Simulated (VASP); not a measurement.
**P: single point with PBE**

The system is P.

```
CELL_PARAMETERS angstrom
1.59617 -4.56795 0.00000
1.59617 4.56795 0.00000
0.00000 0.00000 3.82243
ATOMIC_POSITIONS crystal
P 0.66887 0.33113 0.50000
P 0.33113 0.66887 0.50000
P 0.50000 0.50000 0.00000
```

The cell was built from a structure type or drawn by symmetry, and may not be a known phase.

```json
{"Program": "VASP 6.6.1", "Task": "single point", "Functional": "PBE", "Potentials or basis": "VASP PAW PBE potentials, release 64 (P)", "Cutoff": "520 eV", "k mesh": "16 × 16 × 12", "Occupations": "gaussian, width 0.1 eV", "Spin": "no spin polarisation", "Dipole correction": "no", "Further INCAR settings": "ALGO = Normal; EDIFF = 1e-06; NBANDS = 14"}
```

```
Pressure               : -0.2 GPa
Largest force          : 0.046 eV/Å
Band gap on the k mesh : zero (an odd number of electrons rules out a gap without spin polarisation)
```

Forces in eV/Å, atoms in the order of the input:
```
P    0.000 -0.046  0.000
P    0.000  0.046  0.000
P    0.000  0.000  0.000
```

Stress tensor (GPa, compression positive):
```
-0.25  0.00  0.00
 0.00 -0.32  0.00
 0.00  0.00 -0.05
```

Levels at points of the mesh, in eV from the Fermi level:
```csv
k point,band 6,band 7,band 8,band 9,band 10,band 11
"(0.00, 0.00, 0.00)",-2.13,0.27,0.47,1.09,1.36,2.32
"(0.50, 0.00, 0.00)",-2.87,-2.49,-1.06,1.89,2.11,2.81
"(0.50, 0.50, 0.00)",-3.44,-3.05,1.38,1.83,1.95,3.54
"(0.00, 0.00, 0.50)",-2.99,-2.43,1.63,2.56,3.02,6.21
"(0.50, 0.00, 0.50)",-4.16,-3.27,-0.63,1.39,1.57,3.48
"(0.50, 0.50, 0.50)",-1.09,1.44,1.62,2.46,2.47,2.95
```

Run time: 8.6 min on 1 thread of Intel Xeon 8259CL, on a shared host, peak memory 0.4 GiB.
